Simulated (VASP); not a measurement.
Set up this calculation in VASP 6.6.1, as the native input.

```
Task                   : single point
Functional             : r2SCAN
Potentials or basis    : VASP PAW PBE potentials, release 64 (Te, Pb_d)
Cutoff                 : 520 eV
k mesh                 : 8 × 8 × 8
Occupations            : gaussian, width 0.02 eV
Spin                   : no spin polarisation
Dipole correction      : no
Further INCAR settings : ALGO = Normal; EDIFF = 1e-06; NBANDS = 17
```

TePb:

```xyz
2
Lattice="0.0000 3.2351 3.2351 3.2351 0.0000 3.2351 3.2351 3.2351 0.0000" Properties=species:S:1:pos:R:3 pbc="T T T"
Te    3.2351    3.2351    3.2351
Pb    0.0000    0.0000    0.0000
```

These files were run (other wordings do the same):

POSCAR

```
TePb
1.0
    0.0000000000      3.2350937503      3.2350937503
    3.2350937503      0.0000000000      3.2350937503
    3.2350937503      3.2350937503      0.0000000000
Te Pb
1 1
Direct
    0.5000000000      0.5000000000      0.5000000000
    0.0000000000      0.0000000000      0.0000000000
```

INCAR.step1

```
SYSTEM = TePb
  PREC = Accurate
  ENCUT = 520
  ISMEAR = 0
  SIGMA = 0.02
  LREAL = .FALSE.
  LASPH = .TRUE.
  NELM = 80
  NBANDS = 17
  GGA = PE
  ALGO = Normal
  EDIFF = 1E-4
  LWAVE = .TRUE.
  LCHARG = .FALSE.
```

INCAR.step2

```
SYSTEM = TePb
  PREC = Accurate
  ENCUT = 520
  EDIFF = 1E-6
  ISMEAR = 0
  SIGMA = 0.02
  LREAL = .FALSE.
  LASPH = .TRUE.
  NELM = 80
  ALGO = Normal
  ISIF = 2
  LWAVE = .FALSE.
  LCHARG = .FALSE.
  METAGGA = R2SCAN
  LMIXTAU = .TRUE.
  NBANDS = 17
  ISTART = 1
```

KPOINTS

```
regular mesh
0
G
  8 8 8
  0 0 0
```

Potentials or basis: VASP PAW PBE potentials, release 64 (Te, Pb_d).

Command:

```sh
$ cat potpaw_PBE.64/Te/POTCAR potpaw_PBE.64/Pb_d/POTCAR > POTCAR
$ cp INCAR.step1 INCAR
$ mpirun -np 1 vasp_std > vasp.out
$ cp INCAR.step2 INCAR
$ mpirun -np 1 vasp_std > vasp.out
```

It gave:

| Item | Value |
| --- | --- |
| Pressure | 1.3 GPa |
| Band gap on the k mesh | 1.03 eV |

Caveat: the PAW data sets were made with another functional, which shifts forces and pressure a little; spin-orbit coupling is left out, which moves the levels of the heavy elements.

Run time: 2.7 min on 1 thread of Intel(R) Xeon(R) Platinum 8259CL CPU @ 2.50GHz (Skylake/Cascade Lake), with other jobs on the host, peak memory 0.23 GiB.
